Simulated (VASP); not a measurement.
# SiC (I-4m2) in VASP: a series of runs, part 2 of 2

VASP 6.6.1. Earlier steps stand in the parts before.

### Step 3. Single point, PBE (strain +0.000 along x and y, -0.080 along z)

INCAR reads:

```
SYSTEM = SiC
PREC = Accurate ; ENCUT = 520
EDIFF = 1E-6 ; ISMEAR = 0
SIGMA = 0.05 ; LREAL = .FALSE.
LASPH = .TRUE. ; NELM = 60
ALGO = Normal ; ISIF = 2
LWAVE = .FALSE. ; LCHARG = .FALSE.
GGA = PE ; NBANDS = 11
```

KPOINTS reads:

```
regular mesh
0
G
  12 12 12
  0 0 0
```

POSCAR reads:

```
SiC
1.0
    0.0000000000      2.1740000000      2.0000800000
    2.1740000000      0.0000000000      2.0000800000
    2.1740000000      2.1740000000      0.0000000000
Si C
1 1
Direct
    0.0000000000      0.0000000000      0.0000000000
    0.7500000000      0.7500000000      0.7500000000
```

Potentials or basis: VASP PAW PBE potentials, release 64 (Si, C).

On the command line:

```console
$ cat potpaw_PBE.64/Si/POTCAR potpaw_PBE.64/C/POTCAR > POTCAR
$ mpirun -np 1 vasp_std > vasp.out
```

It took 13 s on 1 thread of Intel Xeon Platinum 8375C at 2.90GHz (Ice Lake), shared host; peak memory 0.15 GiB.

Results (log left out):

- Free energy: -14.8354 eV
- Pressure: 26.6 GPa
- Band gap on the k mesh: 0.43 eV (least direct gap 4.54 eV)

Stress tensor (GPa, compression positive):
```
20.78  0.00  0.00
 0.00 20.78  0.00
 0.00  0.00 38.13
```

Levels at points of the mesh, in eV from the valence-band top:
```csv
k point,band 1,band 2,band 3,band 4,band 5,band 6,band 7,band 8
"(0.00, 0.00, 0.00)",-16.49,-0.51,-0.51,0.00,6.92,7.49,7.71,7.71
"(0.50, 0.00, 0.00)",-12.55,-9.39,-1.92,-0.94,5.39,6.57,8.49,10.37
"(0.50, 0.50, 0.00)",-10.53,-7.69,-4.33,-4.33,0.43,3.29,14.45,14.45
"(0.50, 0.00, 0.50)",-11.26,-8.81,-3.41,-3.30,1.24,4.81,13.42,14.98
```

Caveat: the cell differs from its parent crystal (strain +0.000 along x and y, -0.080 along z); the cell stands under pressure.

### Step 4. Single point, PBE (strain -0.040 along x and y, +0.080 along z)

INCAR reads:

```
SYSTEM = SiC
ALGO = Normal ; EDIFF = 1E-6
ENCUT = 520 ; GGA = PE
ISIF = 2 ; ISMEAR = 0
LASPH = .True. ; LCHARG = .False.
LREAL = .False. ; LWAVE = .False.
NBANDS = 11 ; NELM = 60
PREC = Accurate ; SIGMA = 0.05
```

KPOINTS reads:

```
k-points
0
Gamma
  12 12 12
  0 0 0
```

POSCAR reads:

```
SiC
1.0
    0.0000000000      2.0870400000      2.3479200000
    2.0870400000      0.0000000000      2.3479200000
    2.0870400000      2.0870400000      0.0000000000
Si C
1 1
Direct
    0.0000000000      0.0000000000      0.0000000000
    0.7500000000      0.7500000000      0.7500000000
```

Potentials or basis: VASP PAW PBE potentials, release 64 (Si, C).

On the command line:

```console
$ cat potpaw_PBE.64/Si/POTCAR potpaw_PBE.64/C/POTCAR > POTCAR
$ mpirun -np 1 vasp_std > vasp.out
```

OUTCAR:

```text
SYSTEM = SiC
   EDIFF = 1E-6
   ENCUT = 520
   GGA = PE
   ISIF = 2
   ISMEAR = 0
   LASPH = .True.
   LREAL = .False.
   NELM = 60
   PREC = Accurate

 ion  position               nearest neighbor table
   1  0.000  0.000  0.000-   2 1.89   2 1.89   2 1.89   2 1.89
   2  0.750  0.750  0.750-   1 1.89   1 1.89   1 1.89   1 1.89

  LATTYP: Found a body centered tetragonal cell.
 ALAT       =     2.9515202732
 C/A-ratio  =     1.5909902577

  Lattice vectors:

 A1 = (  -2.0870400000,   0.0000000000,   2.3479200000)
 A2 = (   2.0870400000,   0.0000000000,   2.3479200000)
 A3 = (   0.0000000000,   2.0870400000,  -2.3479200000)

Analysis of symmetry for initial positions (statically):
=====================================================================
 Subroutine PRICEL returns:
 Original cell was already a primitive cell.

 Routine SETGRP: Setting up the symmetry group for a
 body centered tetragonal supercell.

 Subroutine GETGRP returns: Found  8 space group operations
 (whereof  8 operations were pure point group operations)
 out of a pool of 16 trial point group operations.

The static configuration has the point symmetry D_2d.

Analysis of symmetry for dynamics (positions and initial velocities):
[... 163 lines left out ...]
 fundamental gap:      0.6766239295
 Fermi energy:         8.8728457201

 k-point     1 :       0.0000    0.0000    0.0000
  band No.  band energies     occupation
      1      -7.2361      2.00000
      2       7.6437      2.00000
      3       8.6191      2.00000
      4       8.6191      2.00000
      5      14.4609      0.00000
      6      15.6167      0.00000
      7      15.6167      0.00000
      8      15.8258      0.00000
      9      20.7228      0.00000
     10      23.0195      0.00000
     11      24.6959      0.00000
[... 309 lines left out ...]
 k-point    24 :      -0.4167    0.1667    0.0000
  band No.  band energies     occupation
      1      -3.2478      2.00000
      2       0.0905      2.00000
      3       4.3285      2.00000
      4       7.6101      2.00000
      5      14.0708      0.00000
      6      15.5409      0.00000
      7      17.6187      0.00000
      8      19.2854      0.00000
      9      23.5825      0.00000
     10      23.9646      0.00000
     11      26.1194      0.00000

 [... further k-points ...]
[... 5 lines left out ...]
  --------------------------------------------------------------------------------------
  -------------------------------------------------------------------------------------
  Total        2.2701552      2.2701552     -2.6309775      0.0000000      0.0000000     -0.0000000
  in kB      177.8243781    177.8243781   -206.0880806      0.0000000      0.0000000     -0.0000000
  external PRESSURE =      49.8535585 kB  Pullay stress =       0.0000000 kB

 VOLUME and BASIS-vectors are now :
 -----------------------------------------------------------------------------
  energy-cutoff  :      520.00
  volume of cell :       20.45
      direct lattice vectors                 reciprocal lattice vectors
     0.000000000  2.087040000  2.347920000    -0.239573750  0.239573750  0.212954445
     2.087040000  0.000000000  2.347920000     0.239573750 -0.239573750  0.212954445
     2.087040000  2.087040000  0.000000000     0.239573750  0.239573750 -0.212954445

 POSITION                                       TOTAL-FORCE (eV/Angst)
 -----------------------------------------------------------------------------------
      0.00000      0.00000      0.00000         0.000000      0.000000     -0.000000
      3.13056      3.13056      3.52188        -0.000000     -0.000000      0.000000
 -----------------------------------------------------------------------------------
    total drift:                                0.000000      0.000000     -0.000000

  FREE ENERGIE OF THE ION-ELECTRON SYSTEM (eV)
  ---------------------------------------------------
  free  energy   TOTEN  =       -14.8722303797 eV

  energy  without entropy=      -14.8722303797  energy(sigma->0) =      -14.87223038
```

OSZICAR:

```text
N       E                     dE             d eps       ncg     rms          rms(c)
DAV:   1     0.383047565669E+01    0.38305E+01   -0.40237E+03  3701   0.614E+02
DAV:   2    -0.161403048643E+02   -0.19971E+02   -0.19115E+02  4572   0.111E+02
DAV:   3    -0.167487441640E+02   -0.60844E+00   -0.60715E+00  4458   0.160E+01
DAV:   4    -0.167510874930E+02   -0.23433E-02   -0.23432E-02  4120   0.125E+00
DAV:   5    -0.167510978017E+02   -0.10309E-04   -0.10309E-04  4466   0.769E-02    0.887E+00
DAV:   6    -0.149299783375E+02    0.18211E+01   -0.65066E+00  3964   0.115E+01    0.390E+00
DAV:   7    -0.148799463865E+02    0.50032E-01   -0.38843E-01  4380   0.358E+00    0.179E+00
DAV:   8    -0.148720750307E+02    0.78714E-02   -0.20271E-02  4113   0.949E-01    0.166E-01
DAV:   9    -0.148721274942E+02   -0.52463E-04   -0.17120E-03  4452   0.233E-01    0.109E-01
DAV:  10    -0.148722278769E+02   -0.10038E-03   -0.22184E-04  4093   0.919E-02    0.254E-02
DAV:  11    -0.148722299955E+02   -0.21186E-05   -0.37629E-05  4335   0.323E-02    0.664E-03
DAV:  12    -0.148722303797E+02   -0.38414E-06   -0.16730E-06  3225   0.794E-03
   1 F= -.14872230E+02 E0= -.14872230E+02  d E =-.332594E-12
```

stdout:

```text
POSCAR found type information on POSCAR SiC
 POSCAR found :  2 types and       2 ions
 scaLAPACK will be used
 LDA part: xc-table for (Slater+PW92), standard interpolation
 POSCAR, INCAR and KPOINTS ok, starting setup
 FFT: planning ... GRIDC
 FFT: planning ... GRID_SOFT
 FFT: planning ... GRID
 WAVECAR not read
 entering main loop
```

Run time: 15 s. Hardware: 1 thread of Intel Xeon Platinum 8375C at 2.90GHz (Ice Lake), shared host; peak memory 0.16 GiB.

Results:

| Quantity | Value |
| --- | --- |
| Free energy | -14.8722 eV |
| Pressure | 5.0 GPa |
| Band gap on the k mesh | 0.68 eV (least direct gap 4.45 eV) |

Caveat: the cell differs from its parent crystal (strain -0.040 along x and y, +0.080 along z); the cell stands under pressure.

### Step 5. Single point, PBE (strain +0.040 along x and y, -0.080 along z)

INCAR reads:

```
ALGO = Normal
EDIFF = 1E-7
ENCUT = 520
GGA = PE
ISIF = 2
ISMEAR = 0
LASPH = T
LCHARG = F
LREAL = F
LWAVE = F
NBANDS = 11
NELM = 100
PREC = Accurate
SIGMA = 0.05
```

KPOINTS reads:

```
k-points
0
Gamma
  12 12 12
```

POSCAR reads:

```
SiC
1.0
    0.0000000000      2.2609600000      2.0000800000
    2.2609600000      0.0000000000      2.0000800000
    2.2609600000      2.2609600000      0.0000000000
Si C
1 1
Direct
    0.0000000000      0.0000000000      0.0000000000
    0.7500000000      0.7500000000      0.7500000000
```

On the command line:

```console
$ cat potpaw_PBE.64/Si/POTCAR potpaw_PBE.64/C/POTCAR > POTCAR
$ mpirun -np 1 vasp_std > vasp.out
```

It took 16 s on 1 thread of Intel Xeon Platinum 8375C at 2.90GHz (Ice Lake), shared host; peak memory 0.15 GiB.

It converged, with:

- Free energy: -14.9127 eV
- Pressure: 4.7 GPa
- Band gap on the k mesh: 0.22 eV (least direct gap 4.44 eV)

Stress tensor (GPa, compression positive):
```
-3.42  0.00  0.00
 0.00 -3.42  0.00
 0.00  0.00 20.79
```

Levels at points of the mesh, in eV from the valence-band top:
| k point | band 1 | band 2 | band 3 | band 4 | band 5 | band 6 | band 7 | band 8 |
| --- | --- | --- | --- | --- | --- | --- | --- | --- |
| (0.00, 0.00, 0.00) | -16.00 | -0.69 | -0.69 | 0.00 | 5.81 | 6.71 | 7.08 | 7.08 |
| (0.50, 0.00, 0.00) | -12.34 | -9.08 | -2.22 | -0.92 | 4.29 | 5.89 | 8.48 | 9.91 |
| (0.50, 0.50, 0.00) | -10.26 | -7.27 | -4.53 | -4.53 | 0.22 | 2.43 | 13.29 | 13.29 |
| (0.50, 0.00, 0.50) | -11.22 | -8.83 | -3.26 | -3.11 | 1.33 | 4.62 | 11.89 | 13.39 |

Caveat: the cell differs from its parent crystal (strain +0.040 along x and y, -0.080 along z); the cell stands under pressure.

### Step 6. Overview

| cell | gap on the mesh (eV) | pressure (GPa) |
| --- | --- | --- |
| a = 3.084, b = 3.084, c = 2.829 Å, angles 62.7, 62.7, 54.6°, 2 atoms | 0.27 | 27.2 |
| a = 2.954, b = 2.954, c = 3.075 Å, angles 58.6, 58.6, 62.7°, 2 atoms | 0.43 | 26.6 |
| a = 3.141, b = 3.141, c = 2.952 Å, angles 62.0, 62.0, 56.0°, 2 atoms | 0.68 | 5.0 |
| a = 3.019, b = 3.019, c = 3.197 Å, angles 58.0, 58.0, 64.0°, 2 atoms | 0.22 | 4.7 |

Alike in all rows: task single point; level PBE; potentials or basis VASP PAW PBE potentials, release 64 (Si, C); no spin polarisation; k mesh 12 × 12 × 12; cutoff (eV) 520; smearing gaussian 0.05 eV.

Caveats: the cell stands under pressure.

Absolute energies hang on the potentials; compare differences alone.
